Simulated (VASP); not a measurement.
# Ni (Fmmm) in VASP: further runs

Ni is run at these levels: PBE; tasks: single point.

All numbers are computed with VASP 6.6.1; they aren't measurements. Logs are shortened: lines on timing, memory, paths and dates and some standing lists are left out, and cuts for length are marked.

## Step 1: The cell of the first run

It takes space group Fmmm (No. 69, orthorhombic). The conventional cell has a = 2.990 Å, b = 3.524 Å, c = 4.040 Å, α = 90.00°, β = 90.00°, γ = 90.00°. Within 3.1 Å of Ni (site symmetry mmm) lie 14 Ni at 2.31 to 2.99 Å.

## Step 2: Single point, PBE, collinear spin, ferromagnetic start

Input file INCAR:

```
PREC = Accurate ; ENCUT = 520
EDIFF = 1E-6 ; ISMEAR = 0
SIGMA = 0.15 ; LREAL = False
LASPH = True ; NELM = 150
ALGO = Normal ; ISIF = 2
LWAVE = False ; LCHARG = False
ISPIN = 2 ; MAGMOM = 0.75
LORBIT = 11 ; LMAXMIX = 4
GGA = PE ; NBANDS = 15
```

Input file KPOINTS:

```
regular mesh
0
Gamma
  22 22 22
```

Input file POSCAR:

```
Ni
1.0
    0.0000000000      2.0199134631      1.4951897967
    1.7620371993      0.0000000000      1.4951897967
    1.7620371993      2.0199134631      0.0000000000
Ni
1
Direct
    0.0000000000      0.0000000000      0.0000000000
```

Potentials or basis: VASP PAW PBE potentials, release 64 (Ni).

Command:

```
$ cat potpaw_PBE.64/Ni/POTCAR > POTCAR
$ mpirun -np 1 vasp_std > vasp.out
```

OUTCAR:

```text
PREC = Accurate
   ENCUT = 520
   EDIFF = 1E-6
   ISMEAR = 0
   LREAL = False
   LASPH = True
   NELM = 150
   ISIF = 2
   ISPIN = 2
   LORBIT = 11
   GGA = PE

 ion  position               nearest neighbor table
   1  0.000  0.000  0.000-

  LATTYP: Found a face centered orthorhombic cell.
 ALAT       =     2.9903795934
 B/A-ratio  =     1.1784705883
 C/A-ratio  =     1.3509411765

  Lattice vectors:

 A1 = (   1.7620371993,   2.0199134631,   0.0000000000)
 A2 = (   0.0000000000,   2.0199134631,   1.4951897967)
 A3 = (   1.7620371993,   0.0000000000,   1.4951897967)

Analysis of symmetry for initial positions (statically):
=====================================================================
 Subroutine PRICEL returns:
 Original cell was already a primitive cell.

 Routine SETGRP: Setting up the symmetry group for a
 face centered orthorhombic supercell.

 Subroutine GETGRP returns: Found  8 space group operations
 (whereof  8 operations were pure point group operations)
 out of a pool of  8 trial point group operations.

The static configuration has the point symmetry D_2h.

Analysis of symmetry for dynamics (positions and initial velocities):
=====================================================================
 Subroutine PRICEL returns:
 Original cell was already a primitive cell.

 Routine SETGRP: Setting up the symmetry group for a
 face centered orthorhombic supercell.

 Subroutine GETGRP returns: Found  8 space group operations
 (whereof  8 operations were pure point group operations)
 out of a pool of  8 trial point group operations.

The dynamic configuration has the point symmetry D_2h.

Analysis of structural, dynamic, and magnetic symmetry:
=====================================================================
 Subroutine PRICEL returns:
 Original cell was already a primitive cell.

 Routine SETGRP: Setting up the symmetry group for a
 face centered orthorhombic supercell.

 Subroutine GETGRP returns: Found  8 space group operations
 (whereof  8 operations were pure point group operations)
 out of a pool of  8 trial point group operations.

The overall configuration has the point symmetry D_2h.

 Subroutine INISYM returns: Found  8 space group operations
 (whereof  8 operations are pure point group operations),
 and found     1 'primitive' translations

----------------------------------------------------------------------------------------

                                     Primitive cell

  volume of cell :      10.6432

  direct lattice vectors                    reciprocal lattice vectors
     0.000000000  2.019913463  1.495189797    -0.283762454  0.247535357  0.334405706
     1.762037199  0.000000000  1.495189797     0.283762454 -0.247535357  0.334405706
     1.762037199  2.019913463  0.000000000     0.283762454  0.247535357 -0.334405706

  length of vectors
     2.513094293  2.310923543  2.680452479     0.503609035  0.503609035  0.503609035

  position of ions in fractional coordinates (direct lattice)
     0.000000000  0.000000000  0.000000000

  ion indices of the primitive-cell ions
   primitive index   ion index
                 1           1

----------------------------------------------------------------------------------------

 KPOINTS: regular mesh

Automatic generation of k-mesh.
 Grid dimensions read from file:
 generate k-points for:   22   22   22

 Generating k-lattice:

  Cartesian coordinates                     Fractional coordinates (reciprocal lattice)
    -0.012898293  0.011251607  0.015200259     0.045454545  0.000000000  0.000000000
     0.012898293 -0.011251607  0.015200259     0.000000000  0.045454545 -0.000000000
     0.012898293  0.011251607 -0.015200259     0.000000000 -0.000000000  0.045454545

  Length of vectors
     0.022891320  0.022891320  0.022891320

  Shift w.r.t. Gamma in fractional coordinates (k-lattice)
     0.000000000  0.000000000  0.000000000

 Subroutine IBZKPT returns following result:
 ===========================================

 Found   1530 irreducible k-points:

 Following reciprocal coordinates:
            Coordinates               Weight
  0.000000  0.000000  0.000000      1.000000
  0.045455  0.000000 -0.000000      8.000000
  0.090909  0.000000 -0.000000      8.000000
  0.136364  0.000000  0.000000      8.000000
  0.181818  0.000000  0.000000      8.000000
  0.227273  0.000000 -0.000000      8.000000
[... 16 lines left out ...]
  0.500000  0.045455  0.000000      8.000000
 -0.454545  0.045455  0.000000      8.000000
 [... further k-points ...]
   k-points           NKPTS =   1530   k-points in BZ     NKDIM =   1530   number of bands    NBANDS=     15
   number of dos      NEDOS =    301   number of ions     NIONS =      1
   total plane-waves  NPLWV =   7200
   dimension x,y,z NGX =    20 NGY =   18 NGZ =   20
   dimension x,y,z NGXF=    40 NGYF=   36 NGZF=   40
   ions per type =               1
   NGX,Y,Z   is equivalent  to a cutoff of  13.23, 12.95, 12.40 a.u.
   NGXF,Y,Z  is equivalent  to a cutoff of  26.46, 25.90, 24.81 a.u.
 SYSTEM =  unknown system
   PREC   = accura    normal or accurate (medium, high low for compatibility)
   ISTART =      0    job   : 0-new  1-cont  2-samecut
   ICHARG =      2    charge: 1-file 2-atom 10-const
   ISPIN  =      2    spin polarized calculation?
   LNONCOLLINEAR =      F non collinear calculations
   LSORBIT =      F    spin-orbit coupling
   LASPH  =      T    aspherical Exc in radial PAW
   ENCUT  =  520.0 eV  38.22 Ry    6.18 a.u.   4.67  4.30  4.98*2*pi/ulx,y,z
   NELM   =    150;   NELMIN=  2; NELMDL= -5     # of ELM steps
   EDIFF  = 0.1E-05   stopping-criterion for ELM
   LREAL  =      F    real-space projection
   EDIFFG = 0.1E-04   stopping-criterion for IOM
   NSW    =      0    number of steps for IOM
   IBRION =     -1    ionic relax: 0-MD 1-quasi-New 2-CG
   NFREE  =      0    steps in history (QN), initial steepest desc. (CG)
   ISIF   =      2    stress and relaxation
   ISYM   =      2    0-nonsym 1-usesym 2-fastsym
   POTIM  = 0.5000    time-step for ionic-motion
   TEBEG  =    0.0;   TEEND  =   0.0 temperature during run
   PSTRESS=    0.0 pullay stress
   NELECT =      10.0000    total number of electrons
   NUPDOWN=      -1.0000    fix difference up-down
   EMIN   =  10.00;   EMAX   =-10.00  energy-range for DOS
   EFERMI =   0.00;   METHOD = LEGACY
   ISMEAR =     0;   SIGMA  =   0.15  broadening in eV -4-tet -1-fermi 0-gaus
   EFERMI_NEDOS =   21; number of points for ismear=-14 and -15
   IALGO  =     38    algorithm
   IMIX   =      4    mixing-type and parameters
     AMIX     =   0.40;   BMIX     =  1.00
     AMIX_MAG =   1.60;   BMIX_MAG =  1.00
  volume/ion in A,a.u.               =      10.64        71.82
  Fermi-wavevector in a.u.,A,eV,Ry     =   1.603430  3.030044 34.980429  2.570989
  Thomas-Fermi vector in A             =   2.700094
   LORBIT       =     11    0 simple, 1 ext, 2 COOP (PROOUT), +10 PAW based schemes
   GGA     = PE    functional components
   LHFCALC =     F    Hartree Fock is set to
   AEXX    =    0.0000 exact exchange contribution
   IVDW    =     0    specifies the selected vdW correction
   LEPSILON=     F    determine dielectric tensor
   LRPA    =     F    only Hartree local field effects (RPA)
 spin polarized calculation
 Gauss-broadening in eV      SIGMA  =   0.15
  energy-cutoff  :      520.00
  volume of cell :       10.64
 maximum number of plane-waves:       300
   NGX =  9   NGY =  9   NGZ =  9

 number of electron      10.0000000 magnetization       0.7500000

 number of electron       9.9999994 magnetization       0.5251534

 Free energy of the ion-electron system (eV)
  ---------------------------------------------------
  ext. energy  EPLUGINS =         0.00000000
  ---------------------------------------------------
  free energy    TOTEN  =        -5.31975211 eV

  energy without entropy =       -5.29856526  energy(sigma->0) =       -5.30915868

 E-fermi :   9.6088     XC(G=0): -13.3745

 val. band max:        9.6080591011   @ k =  -0.4545   0.4091   0.0909
 cond. band min:       9.6090465153   @ k =   0.3182   0.0455   0.2273
 fundamental gap:      0.0009874142
 Fermi energy:         9.6088492278

 spin component 1

 k-point     1 :       0.0000    0.0000    0.0000
  band No.  band energies     occupation
      1       0.5337      1.00000
      2       6.5519      1.00000
      3       7.4568      1.00000
      4       7.6384      1.00000
      5       8.3133      1.00000
      6       9.0216      1.00000
      7      35.0043      0.00000
      8      35.0585      0.00000
      9      37.7721      0.00000
     10      40.0920      0.00000
     11      40.3954      0.00000
     12      40.7963      0.00000
     13      41.0549      0.00000
     14      41.7775      0.00000
     15      42.5510      0.00000
[... 397 lines left out ...]
 k-point    24 :      -0.4545    0.0455    0.0000
  band No.  band energies     occupation
      1       4.8758      1.00000
      2       6.5513      1.00000
      3       8.0624      1.00000
      4       8.6142      1.00000
      5       9.3890      0.98088
      6       9.8169      0.02490
      7      16.3885      0.00000
      8      27.8250      0.00000
      9      33.0780      0.00000
     10      34.5482      0.00000
     11      39.3375      0.00000
     12      41.2717      0.00000
     13      49.7174      0.00000
     14      51.8602      0.00000
     15      55.1607      0.00000

 [... further k-points ...]

 spin component 2

 k-point     1 :       0.0000    0.0000    0.0000
  band No.  band energies     occupation
      1       0.5203      1.00000
      2       7.1352      1.00000
      3       7.9927      1.00000
      4       8.3010      1.00000
      5       8.8685      1.00000
      6       9.5237      0.78902
      7      34.8995      0.00000
      8      34.9639      0.00000
      9      37.7546      0.00000
     10      40.0794      0.00000
     11      40.5014      0.00000
     12      40.7839      0.00000
     13      41.2629      0.00000
     14      41.8866      0.00000
     15      42.7087      0.00000
[... 397 lines left out ...]
 k-point    24 :      -0.4545    0.0455    0.0000
  band No.  band energies     occupation
      1       5.2137      1.00000
      2       7.0904      1.00000
      3       8.4541      1.00000
      4       9.0913      1.00000
      5      10.0176      0.00006
      6      10.0757      0.00001
      7      16.6987      0.00000
      8      27.8388      0.00000
      9      33.1138      0.00000
     10      34.6380      0.00000
     11      39.3880      0.00000
     12      41.3138      0.00000
     13      49.7282      0.00000
     14      51.9340      0.00000
     15      56.1258      0.00000

 [... further k-points ...]
[... 5 lines left out ...]
  --------------------------------------------------------------------------------------
  -------------------------------------------------------------------------------------
  Total        1.4447854     -0.8254056      1.1061735      0.0000000      0.0000000     -0.0000000
  in kB      217.4902458   -124.2521247    166.5174217      0.0000000      0.0000000     -0.0000000
  external PRESSURE =      86.5851809 kB  Pullay stress =       0.0000000 kB

 VOLUME and BASIS-vectors are now :
 -----------------------------------------------------------------------------
  energy-cutoff  :      520.00
  volume of cell :       10.64
      direct lattice vectors                 reciprocal lattice vectors
     0.000000000  2.019913463  1.495189797    -0.283762454  0.247535357  0.334405706
     1.762037199  0.000000000  1.495189797     0.283762454 -0.247535357  0.334405706
     1.762037199  2.019913463  0.000000000     0.283762454  0.247535357 -0.334405706

 POSITION                                       TOTAL-FORCE (eV/Angst)
 -----------------------------------------------------------------------------------
      0.00000      0.00000      0.00000         0.000000      0.000000      0.000000
 -----------------------------------------------------------------------------------
    total drift:                                0.000000      0.000000      0.000000

  FREE ENERGIE OF THE ION-ELECTRON SYSTEM (eV)
  ---------------------------------------------------
  free  energy   TOTEN  =        -5.3197521051 eV

  energy  without entropy=       -5.2985652647  energy(sigma->0) =       -5.30915868

 total charge

# of ion       s       p       d       tot
------------------------------------------
    1        0.506   0.512   8.350   9.368

 magnetization (x)

# of ion       s       p       d       tot
------------------------------------------
    1       -0.003  -0.017   0.552   0.532
```

It took 4.7 min on 1 thread of Intel Xeon Platinum 8488C (Sapphire Rapids), shared host; peak memory 0.44 GiB.

What came out:

```
Free energy                                           : -5.3198 eV
Pressure                                              : 8.7 GPa
Net moment                                            : 0.53 μB per cell
Site moments                                          : Ni +0.53 μB
Valence electrons inside the program's atomic spheres : Ni 9.37
```

Stress tensor (GPa, compression positive):
```
 21.75   0.00   0.00
  0.00 -12.43   0.00
  0.00   0.00  16.65
```

Caveat: the cell differs from its parent crystal (strain +e along x and -e along y -0.0733, strain +e along z and -e/2 along x and y -0.1500).

(Part 1 of 2 ends here.)
